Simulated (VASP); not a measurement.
# HW16S32 (a cell with a defect) in VASP: further runs, part 2 of 2

VASP 6.6.1. Earlier steps stand in the parts before.

### Step 3. Single point, PBE (with an interstitial atom, then relaxed in part)

File INCAR:

```
ALGO = Normal
EDIFF = 1E-6
ENCUT = 520
GGA = PE
ISIF = 2
ISMEAR = 0
LASPH = T
LCHARG = F
LREAL = Auto
LWAVE = F
NBANDS = 238
NELECT = 418.0
NELM = 100
PREC = Accurate
SIGMA = 0.01
```

File KPOINTS:

```
k-points
0
Gamma
  1 1 1
```

File POSCAR:

```
HW16S32
1.0
    0.0000000000      7.3617871071     -7.4744493696
    6.3754946520     -3.6808935536     -7.4744493696
   -6.3754946520     -3.6808935536     -7.4744493696
W S H
16 32 1
Direct
    0.9983933537      0.2497901687      0.7476816023
    0.2497901687      0.9983933537      0.7476816023
    0.4988317656      0.7491718855      0.7481318156
    1.0014407421      0.4998794663      0.4984839973
    0.7491718855      0.4988317656      0.7481318156
    0.2488084931      0.2488084931      0.4959894242
    0.4998794663      1.0014407421      0.4984839973
    0.9982673166      0.7480575971      0.2490661871
    0.7491092231      0.7491092231      0.4979639873
    0.2472195529      0.4962905425      0.2480965826
    0.4962905425      0.2472195529      0.2480965826
    0.9986919229      0.9986919229      0.9985449523
    0.7480575971      0.9982673166      0.2490661871
    0.2487996010      0.7481361898      0.9980085182
    0.4990624322      0.4990624322      0.9981870734
    0.7481361898      0.2487996010      0.9980085182
    0.5938820284      0.8465607685      0.3453452605
    0.8465607685      0.5938820284      0.3453452605
    0.1015504971      0.3350708786      0.3375058848
    0.5958789970      0.0944561411      0.0946179746
    0.3350708786      0.1015504971      0.3375058848
    0.8453310029      0.8453310029      0.0955345566
    0.0944561411      0.5958789970      0.0946179746
    0.5952792447      0.3456176271      0.8444008333
    0.3443169448      0.3443169448      0.0941410707
    0.8457838213      0.0958753100      0.8447618279
    0.0958753100      0.8457838213      0.8447618279
    0.5960284900      0.5960284900      0.5948757946
    0.3456176271      0.5952792447      0.8444008333
    0.8470293262      0.3466675347      0.5931223213
    0.0952827721      0.0952827721      0.5959821718
    0.3466675347      0.8470293262      0.5931223213
    0.7356942490      0.9855567775      0.4852079139
    0.9855567775      0.7356942490      0.4852079139
    0.2371984782      0.4845812465      0.4837358958
    0.7340931773      0.2351403376      0.2347822887
    0.4845812465      0.2371984782      0.4837358958
    0.9848929672      0.9848929672      0.2349458926
    0.2351403376      0.7340931773      0.2347822887
    0.7352248299      0.4851285932      0.9848739194
    0.4838570485      0.4838570485      0.2351000920
    0.9847701814      0.2351309433      0.9846166620
    0.2351309433      0.9847701814      0.9846166620
    0.7354525444      0.7354525444      0.7346615057
    0.4851285932      0.7352248299      0.9848739194
    0.9856397277      0.4857833210      0.7350961515
    0.2350324433      0.2350324433      0.7352390031
    0.4857833210      0.9856397277      0.7350961515
    0.1971239962      0.1971239962      0.2464382024
```

Potentials or basis: VASP PAW PBE potentials, release 64 (W_sv, S, H).

Started as:

```sh
$ cat potpaw_PBE.64/W_sv/POTCAR potpaw_PBE.64/S/POTCAR potpaw_PBE.64/H/POTCAR > POTCAR
$ mpirun -np 1 vasp_gam > vasp.out
```

OUTCAR:

```text
EDIFF = 1E-6
   ENCUT = 520
   GGA = PE
   ISIF = 2
   ISMEAR = 0
   LASPH = T
   LREAL = Auto
   NELECT = 418.0
   NELM = 100
   PREC = Accurate

 ion  position               nearest neighbor table
   1  0.998  0.250  0.748-  30 2.41  46 2.41  31 2.42  47 2.42  26 2.42  42 2.42   5 3.18   4 3.18
                            16 3.19  12 3.20   6 3.20   2 3.21
   2  0.250  0.998  0.748-  32 2.41  48 2.41  31 2.42  47 2.42  27 2.42  43 2.42   3 3.18   7 3.18
                            14 3.19  12 3.20   6 3.20   1 3.21
   3  0.499  0.749  0.748-  28 2.42  44 2.42  45 2.42  48 2.42  29 2.42  32 2.42   2 3.18  14 3.19
                            15 3.19   9 3.19   5 3.19   7 3.20
   4  0.001  0.500  0.498-  35 2.40  34 2.41  46 2.41  30 2.42  18 2.43  19 2.57  10 3.16   8 3.17
                             6 3.18   1 3.18   9 3.20   5 3.20
   5  0.749  0.499  0.748-  28 2.42  44 2.42  40 2.42  46 2.42  24 2.42  30 2.42   1 3.18  16 3.19
                            15 3.19   9 3.19   3 3.19   4 3.20
   6  0.249  0.249  0.496-  19 2.41  21 2.41  37 2.42  35 2.42  31 2.42  47 2.44  10 3.16  11 3.16
                             7 3.18   4 3.18   2 3.20   1 3.20
   7  0.500  0.001  0.498-  37 2.40  33 2.41  48 2.41  32 2.42  17 2.43  21 2.57  11 3.16  13 3.17
                             6 3.18   2 3.18   9 3.20   3 3.20
   8  0.998  0.748  0.249-  18 2.41  34 2.42  22 2.42  39 2.42  23 2.42  38 2.42   4 3.17   9 3.18
                            13 3.19  10 3.19  12 3.20  14 3.20
   9  0.749  0.749  0.498-  28 2.42  34 2.42  33 2.42  44 2.42  17 2.43  18 2.43  13 3.18   8 3.18
[... 45 lines left out ...]
  47  0.235  0.235  0.735-   1 2.42   2 2.42   6 2.44
  48  0.486  0.986  0.735-   7 2.41   2 2.41   3 2.42
  49  0.197  0.197  0.246-

  LATTYP: Found a trigonal (rhomboedric) cell.
 ALAT       =    10.4911058897
 COS(alpha) =     0.2613899269

  Lattice vectors:

 A1 = (   0.0000000000,   7.3617871071,  -7.4744493696)
 A2 = (   6.3754946520,  -3.6808935536,  -7.4744493696)
 A3 = (  -6.3754946520,  -3.6808935536,  -7.4744493696)

Analysis of symmetry for initial positions (statically):
=====================================================================
 Subroutine PRICEL returns:
 Original cell was already a primitive cell.

 Routine SETGRP: Setting up the symmetry group for a
 trigonal (rhombohedral) supercell.

 Subroutine GETGRP returns: Found  2 space group operations
 (whereof  2 operations were pure point group operations)
 out of a pool of 12 trial point group operations.

The static configuration has the point symmetry C_1h.

Analysis of symmetry for dynamics (positions and initial velocities):
=====================================================================
 Subroutine PRICEL returns:
 Original cell was already a primitive cell.

 Routine SETGRP: Setting up the symmetry group for a
 trigonal (rhombohedral) supercell.

 Subroutine GETGRP returns: Found  2 space group operations
 (whereof  2 operations were pure point group operations)
 out of a pool of 12 trial point group operations.

The dynamic configuration has the point symmetry C_1h.

 Subroutine INISYM returns: Found  2 space group operations
 (whereof  2 operations are pure point group operations),
 and found     1 'primitive' translations

----------------------------------------------------------------------------------------

                                     Primitive cell

  volume of cell :    1052.4406

  direct lattice vectors                    reciprocal lattice vectors
[... 141 lines left out ...]
   total plane-waves  NPLWV = 512000
   dimension x,y,z NGX =    80 NGY =   80 NGZ =   80
   dimension x,y,z NGXF=   160 NGYF=  160 NGZF=  160
   ions per type =              16  32   1
   NGX,Y,Z   is equivalent  to a cutoff of  12.68, 12.68, 12.68 a.u.
   NGXF,Y,Z  is equivalent  to a cutoff of  25.35, 25.35, 25.35 a.u.
 SYSTEM =  unknown system
   PREC   = accura    normal or accurate (medium, high low for compatibility)
   ISTART =      0    job   : 0-new  1-cont  2-samecut
   ICHARG =      2    charge: 1-file 2-atom 10-const
   ISPIN  =      1    spin polarized calculation?
   LNONCOLLINEAR =      F non collinear calculations
   LSORBIT =      F    spin-orbit coupling
   LASPH  =      T    aspherical Exc in radial PAW
   ENCUT  =  520.0 eV  38.22 Ry    6.18 a.u.  19.51 19.51 19.51*2*pi/ulx,y,z
   NELM   =    100;   NELMIN=  2; NELMDL= -5     # of ELM steps
   EDIFF  = 0.1E-05   stopping-criterion for ELM
   LREAL  =      T    real-space projection
   EDIFFG = 0.1E-04   stopping-criterion for IOM
   NSW    =      0    number of steps for IOM
   IBRION =     -1    ionic relax: 0-MD 1-quasi-New 2-CG
   NFREE  =      0    steps in history (QN), initial steepest desc. (CG)
   ISIF   =      2    stress and relaxation
   ISYM   =      2    0-nonsym 1-usesym 2-fastsym
   POTIM  = 0.5000    time-step for ionic-motion
   TEBEG  =    0.0;   TEEND  =   0.0 temperature during run
   PSTRESS=    0.0 pullay stress
   NELECT =     418.0000    total number of electrons
   NUPDOWN=      -1.0000    fix difference up-down
   EMIN   =  10.00;   EMAX   =-10.00  energy-range for DOS
   EFERMI =   0.00;   METHOD = LEGACY
   ISMEAR =     0;   SIGMA  =   0.01  broadening in eV -4-tet -1-fermi 0-gaus
   EFERMI_NEDOS =   21; number of points for ismear=-14 and -15
   IALGO  =     38    algorithm
   IMIX   =      4    mixing-type and parameters
     AMIX     =   0.40;   BMIX     =  1.00
     AMIX_MAG =   1.60;   BMIX_MAG =  1.00
  volume/ion in A,a.u.               =      21.48       144.94
  Fermi-wavevector in a.u.,A,eV,Ry     =   1.203375  2.274049 19.702758  1.448112
  Thomas-Fermi vector in A             =   2.339130
   LORBIT       =      0    0 simple, 1 ext, 2 COOP (PROOUT), +10 PAW based schemes
   GGA     = PE    functional components
   LHFCALC =     F    Hartree Fock is set to
   AEXX    =    0.0000 exact exchange contribution
   IVDW    =     0    specifies the selected vdW correction
   LEPSILON=     F    determine dielectric tensor
   LRPA    =     F    only Hartree local field effects (RPA)
 non-spin polarized calculation
 Gauss-broadening in eV      SIGMA  =   0.01
  energy-cutoff  :      520.00
  volume of cell :     1052.44
 maximum number of plane-waves:     14201
 NGX is ok and might be reduce to    80
   NGX = 39   NGY = 39   NGZ = 39

 number of electron     417.9999970 magnetization

 Free energy of the ion-electron system (eV)
  ---------------------------------------------------
  ext. energy  EPLUGINS =         0.00000000
  ---------------------------------------------------
  free energy    TOTEN  =      -375.47620347 eV

  energy without entropy =     -375.47620347  energy(sigma->0) =     -375.47620347

 E-fermi :   5.7386     XC(G=0):  -9.5057

 val. band max:        5.6465391511   @ k =   0.0000   0.0000   0.0000
 cond. band min:       6.7688534876   @ k =   0.0000   0.0000   0.0000
 fundamental gap:      1.1223143365
 Fermi energy:         5.7386322373

 k-point     1 :       0.0000    0.0000    0.0000
  band No.  band energies     occupation
      1     -69.5494      2.00000
      2     -69.5489      2.00000
      3     -69.5310      2.00000
      4     -69.5269      2.00000
      5     -69.5268      2.00000
      6     -69.5248      2.00000
[... 213 lines left out ...]
    220       6.9271      0.00000
    221       7.0057      0.00000
 [bands above 221 left out]

------------------------ aborting loop because EDIFF is reached ----------------------------------------

  FORCE on cell =-STRESS in cart. coord.  units (eV):
  Direction    XX          YY          ZZ          XY          YZ          ZX
  --------------------------------------------------------------------------------------
  -------------------------------------------------------------------------------------
  Total        8.4989089      8.2848233      8.6555700      0.1854036      0.0258170      0.0447166
  in kB       12.9382685     12.6123563     13.1767606      0.2822482      0.0393023      0.0680741
  external PRESSURE =      12.9091285 kB  Pullay stress =       0.0000000 kB

 VOLUME and BASIS-vectors are now :
 -----------------------------------------------------------------------------
  energy-cutoff  :      520.00
  volume of cell :     1052.44
      direct lattice vectors                 reciprocal lattice vectors
     0.000000000  7.361787107 -7.474449370     0.000000000  0.090557722 -0.044596373
     6.375494652 -3.680893554 -7.474449370     0.078425287 -0.045278861 -0.044596373
    -6.375494652 -3.680893554 -7.474449370    -0.078425287 -0.045278861 -0.044596373

 POSITION                                       TOTAL-FORCE (eV/Angst)
 -----------------------------------------------------------------------------------
     -3.17430      3.67837    -14.91799        -0.000942      0.014968     -0.008464
      1.59841     -4.58821    -14.91799         0.012492     -0.008300     -0.008464
      0.00663     -1.83912    -14.92001        -0.005969     -0.007524     -0.000296
      0.00890     -3.66426     -7.47299        -0.001551      0.008813      0.001203
     -1.58941      0.92530    -14.92001        -0.009500     -0.001407     -0.000296
     -1.57590     -0.90985     -7.42666        -0.009574     -0.005528     -0.009631
[... 41 lines left out ...]
      1.59734     -2.75761    -16.49252        -0.001872      0.000776     -0.002099
     -0.31440     -0.18152     -4.78878         0.017510      0.010110     -0.009970
 -----------------------------------------------------------------------------------
    total drift:                               -0.008840     -0.005104     -0.085069

  FREE ENERGIE OF THE ION-ELECTRON SYSTEM (eV)
  ---------------------------------------------------
  free  energy   TOTEN  =      -375.4762034726 eV

  energy  without entropy=     -375.4762034726  energy(sigma->0) =     -375.47620347
```

Run time: 11 min. Hardware: 1 thread of AMD EPYC 7R43 (Zen 3), shared host; peak memory 0.91 GiB.

Results:

* Free energy: -375.4762 eV
* Largest force: 0.025 eV/Å

Forces in eV/Å, atoms in the order of the input:
```
W   -0.001  0.015 -0.008
W    0.012 -0.008 -0.008
W   -0.006 -0.008  0.000
W   -0.002  0.009  0.001
W   -0.009 -0.001  0.000
W   -0.010 -0.006 -0.010
W    0.007 -0.006  0.001
W    0.002  0.005 -0.002
W    0.001  0.001 -0.004
W   -0.008  0.006  0.009
W    0.001 -0.009  0.009
W   -0.001 -0.001  0.005
W    0.005 -0.001 -0.002
W   -0.003 -0.006 -0.001
W   -0.005 -0.003  0.020
W   -0.007  0.000 -0.001
S   -0.006  0.002  0.005
S   -0.002 -0.006  0.005
S    0.013 -0.019  0.010
S    0.001 -0.001  0.006
S   -0.009  0.021  0.010
S    0.004  0.002  0.004
S    0.000  0.001  0.006
S    0.005 -0.002 -0.004
S    0.005  0.003  0.005
S   -0.002 -0.001  0.003
S   -0.002 -0.001  0.003
S   -0.002 -0.001 -0.001
S    0.001  0.005 -0.004
S    0.001 -0.011  0.005
S    0.002  0.001  0.007
S   -0.009  0.006  0.005
S   -0.004  0.002 -0.006
S    0.000 -0.004 -0.006
S   -0.004  0.002 -0.011
S    0.005 -0.007  0.002
S   -0.001 -0.005 -0.011
S    0.005  0.003 -0.004
S   -0.004  0.007  0.002
S    0.003  0.005 -0.008
S   -0.001 -0.001  0.002
S   -0.002  0.000 -0.011
S   -0.001 -0.002 -0.011
S    0.002  0.001  0.001
S    0.006  0.000 -0.008
S    0.000 -0.002 -0.002
S    0.001  0.000  0.008
S   -0.002  0.001 -0.002
H    0.018  0.010 -0.010
```

Caveat: the k points lie up to 0.63 Å⁻¹ apart; the cell carries a net charge on a neutralising background, which shifts energy and pressure; the cell differs from its parent crystal (with an interstitial atom, then relaxed in part); the cell is charged against a uniform background, so pressure and absolute levels hang on convention; spin-orbit coupling is left out, which moves the levels of the heavy elements.
